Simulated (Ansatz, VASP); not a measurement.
**Si2W: VASP beside Ansatz**

The input INCAR:

```
SYSTEM = Si2W
  ALGO = Normal
  EDIFF = 1E-6
  ENCUT = 520
  GGA = PE
  ISIF = 2
  ISMEAR = 0
  LASPH = .True.
  LCHARG = .False.
  LREAL = .False.
  LWAVE = .False.
  NBANDS = 43
  NELM = 60
  PREC = Accurate
  SIGMA = 0.03
```

Contents of KPOINTS:

```
k-points
0
Gamma
  9 9 6
  0 0 0
```

POSCAR

```
Si2W
1.0
    4.5900641255      0.0000000000      0.0000000000
   -2.2950320628      3.9751121377      0.0000000000
    0.0000000000      0.0000000000      6.7175588476
Si W
6 3
Direct
    0.8425991990      0.6851983979      0.5000000000
    0.1574008010      0.8425991990      0.8333333333
    0.6851983979      0.8425991990      0.1666666667
    0.1574008010      0.3148016021      0.5000000000
    0.8425991990      0.1574008010      0.8333333333
    0.3148016021      0.1574008010      0.1666666667
    0.0000000000      0.5000000000      0.1666666667
    0.5000000000      0.5000000000      0.8333333333
    0.5000000000      0.0000000000      0.5000000000
```

Input for Ansatz:

```yaml
crystal:
  lattice:
    - [4.5900641255, 0.0, 0.0]
    - [-2.2950320628, 3.9751121377, 0.0]
    - [0.0, 0.0, 6.7175588476]
  atoms:
    - { symbol: Si, position: [0.842599199, 0.6851983979, 0.5] }
    - { symbol: Si, position: [0.157400801, 0.842599199, 0.8333333333] }
    - { symbol: Si, position: [0.6851983979, 0.842599199, 0.1666666667] }
    - { symbol: Si, position: [0.157400801, 0.3148016021, 0.5] }
    - { symbol: Si, position: [0.842599199, 0.157400801, 0.8333333333] }
    - { symbol: Si, position: [0.3148016021, 0.157400801, 0.1666666667] }
    - { symbol: W, position: [0.0, 0.5, 0.1666666667] }
    - { symbol: W, position: [0.5, 0.5, 0.8333333333] }
    - { symbol: W, position: [0.5, 0.0, 0.5] }
basis:
  ecutwfc: 420
kpoints:
  mp_grid: { grid: [9, 9, 6] }
hamiltonian:
  xc: pbe
  pseudopotentials: { kind: paw, azcp: { folder: soft_1 } }
scf:
  occupations: { method: gaussian, width: 0.03 }
output:
  forces: true
  stress: true
  eigenvalues: true
```

Alike in both runs: task single point; functional PBE; k mesh 9 × 9 × 6; occupations gaussian, width 0.03 eV; no spin polarisation.

```csv
,VASP,Ansatz
version,VASP 6.6.1,Ansatz 0.2.0
potentials or method,"VASP PAW PBE potentials, release 64 (Si, W_sv), cutoff 520 eV","scalar-relativistic, plane waves, PAW"
valence electrons in the cell,66,66
```

|  | VASP | Ansatz | Ansatz less VASP |
| --- | --- | --- | --- |
| gap on the k mesh at the Fermi level (eV) | 0.01 | 0.01 | -0.001 |
| least direct gap on the mesh (eV) | 0.76 | 0.76 | 0.000 |
| pressure (GPa) | 0.1 | 0.1 | -0.03 |
| traceless stress, the component that is largest in VASP (GPa) | -3.40 | -3.39 | +0.011 |
| rms of the force components (eV/Å) | 0.436 | 0.439 | +0.0022 |

Atom by atom the forces differ by 0.002 eV/Å (rms over components).

Spin-orbit coupling is off throughout.
